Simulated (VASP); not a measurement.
Set up this calculation in VASP 6.6.1, as the native input.

```yaml
Task: single point
Functional: LDA
Potentials_or_basis: VASP PAW LDA potentials, release 64 (Si, O)
Cutoff: 520 eV
k_mesh: 6 × 6 × 4
Occupations: gaussian, width 0.05 eV
Spin: no spin polarisation
Dipole_correction: no
Further_INCAR_settings: ALGO = Normal; EDIFF = 1e-06; NBANDS = 34
```

The structure of SiO2 lies in POSCAR:

```
SiO2
1.0
    5.1898593420      0.0000000000      0.0000000000
   -2.5949296710      4.4945500322      0.0000000000
    0.0000000000      0.0000000000      5.6077278186
Si O
3 6
Direct
    0.0000000000      0.5000000000      0.3333333333
    0.5000000000      0.5000000000      0.6666666667
    0.5000000000      0.0000000000      0.0000000000
    0.5843949021      0.7921974511      0.8333333333
    0.7921974511      0.5843949021      0.5000000000
    0.7921974511      0.2078025489      0.1666666667
    0.4156050979      0.2078025489      0.8333333333
    0.2078025489      0.4156050979      0.5000000000
    0.2078025489      0.7921974511      0.1666666667
```

This cell differs from its parent crystal: strain +0.030 along x and y, +0.015 along z.

These files were run (other wordings do the same):

INCAR

```
ALGO = Normal ; EDIFF = 1E-6
ENCUT = 520 ; GGA = CA
ISIF = 2 ; ISMEAR = 0
LASPH = True ; LCHARG = True
LELF = True ; LREAL = False
LVHAR = True ; LWAVE = False
NBANDS = 34 ; NELM = 60
PREC = Accurate ; SIGMA = 0.05
```

KPOINTS

```
k-points
0
Gamma
  6 6 4
```

Potentials or basis: VASP PAW LDA potentials, release 64 (Si, O).

The run is started by

```console
$ cat potpaw_LDA.64/Si/POTCAR potpaw_LDA.64/O/POTCAR > POTCAR
$ mpirun -np 1 vasp_std > vasp.out
```

It gave:

```json
{
  "Pressure": "-11.6 GPa",
  "Largest force": "0.537 eV/Å",
  "Band gap on the k mesh": "5.07 eV, indirect (least direct gap 5.27 eV)"
}
```

Caveat: the cell differs from its parent crystal (strain +0.030 along x and y, +0.015 along z).

Run time: 92 s on 1 thread of Intel(R) Xeon(R) Platinum 8259CL CPU @ 2.50GHz (Skylake/Cascade Lake), on a shared host, peak memory 0.23 GiB.
